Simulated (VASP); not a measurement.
Ba2TeSe, 4 atoms in the cell. Symmetry: R-3m, No. 166, trigonal system. The conventional cell has a = 4.892 Å, b = 4.892 Å, c = 24.057 Å, α = 90.00°, β = 90.00°, γ = 120.00°. Se (site symmetry -3m) has 6 Ba at 3.40 Å within 4.5 Å. Te (site symmetry -3m) has 6 Ba at 3.53 Å within 4.6 Å. Within 4.5 Å of Ba (site symmetry 3m) lie 3 Se at 3.40 Å and 3 Te at 3.53 Å. 

```yaml
Program: VASP 6.6.1
Task: single point
Functional: PBE
Potentials_or_basis: VASP PAW PBE potentials, release 64 (Se, Te, Ba_sv)
Cutoff: 520 eV
k_mesh: 6 × 6 × 6
Occupations: gaussian, width 0.01 eV
Spin: no spin polarisation
Dipole_correction: no
Further_INCAR_settings: ALGO = Normal; EDIFF = 1e-07; NBANDS = 24
```

Potentials or basis: VASP PAW PBE potentials, release 64 (Se, Te, Ba_sv).

Launch:

```console
$ cat potpaw_PBE.64/Se/POTCAR potpaw_PBE.64/Te/POTCAR potpaw_PBE.64/Ba_sv/POTCAR > POTCAR
$ mpirun -np 1 vasp_std > vasp.out
```

Hardware: 1 thread of Intel(R) Xeon(R) Platinum 8488C (Sapphire Rapids), on a shared host.

Problem. How long does it take, and how much memory?

Solution. Wall time 5.4 min on 1 thread of Intel(R) Xeon(R) Platinum 8488C (Sapphire Rapids), with other jobs on the host, peak memory 0.61 GiB. Counts: scf iterations 15, k points 32.
